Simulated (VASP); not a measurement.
## Si: single point with PBEsol

Crystal: Si.

```
Si
1.0
     0.00000    2.60730    2.60730
     2.60730    0.00000    2.60730
     2.60730    2.60730    0.00000
Si
2
Direct
  0.25000 0.25000 0.25000
  0.00000 0.00000 0.00000
```

```
Program                : VASP 6.6.1
Task                   : single point
Functional             : PBEsol
Potentials or basis    : VASP PAW PBE potentials, release 64 (Si)
Cutoff                 : 520 eV
k mesh                 : 8 × 8 × 8
Occupations            : gaussian, width 0.01 eV
Spin                   : no spin polarisation
Dipole correction      : no
Further INCAR settings : ALGO = Normal; EDIFF = 1e-07; NBANDS = 11
```

```yaml
Pressure: 15.2 GPa
Band_gap_on_the_k_mesh: 0.28 eV, indirect (least direct gap 2.56 eV)
```

Levels at points of the mesh, in eV from the valence-band top:
```
           k point  band 1  band 2  band 3  band 4  band 5  band 6  band 7  band 8  band 9
(0.00, 0.00, 0.00)  -12.88    0.00    0.00    0.00    2.56    2.56    2.56    4.77    7.74
(0.50, 0.00, 0.00)  -10.20   -7.64   -1.31   -1.31    1.90    3.19    3.19    7.65   10.82
(0.50, 0.50, 0.00)   -8.26   -8.26   -3.21   -3.21    0.32    0.32   11.14   11.14   11.33
```

It took 4.8 s on 1 thread of Intel(R) Xeon(R) 6975P-C (Granite Rapids), on a shared host, peak memory 0.15 GiB.

Caveat: the PAW data sets were made with another functional, which shifts forces and pressure a little. A k mesh can miss the band edges.
